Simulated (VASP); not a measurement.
Runs of VASP 6.6.1 on GaN (CsCl type). The structure is that of space group Pm-3m (No. 221), or close to it. The cells are those of the table. 

```csv
task,cell,cutoff (eV),gap on the mesh (eV),pressure (GPa)
single point,"a = 2.743 Å, 2 atoms",520,none,0.5
relaxation of cell and atoms,"relaxed to -0.0031 GPa from a = 2.625 Å, 2 atoms",600,none,0.0
relaxation of cell and atoms,"relaxed to -0.0031 GPa from a = 2.743 Å, 2 atoms",600,none,0.0
single point,"a = 2.744 Å, 2 atoms",520,none,(a)
```

Alike in all rows: level PBE; potentials or basis VASP PAW PBE potentials, release 64 (Ga_d, N); no spin polarisation; k mesh 14 × 14 × 14; smearing fermi-dirac 0.05 eV.

Q: Estimate the missing entries.

A: (a) 0.4.

Caveats: the cell is relaxed towards a set pressure, so the run minimises the enthalpy, not the energy (at least some runs).

A k mesh can miss the band edges, and the runs leave out spin-orbit coupling on Ga.

A gap of «none» marks levels without a gap at the run's occupations.
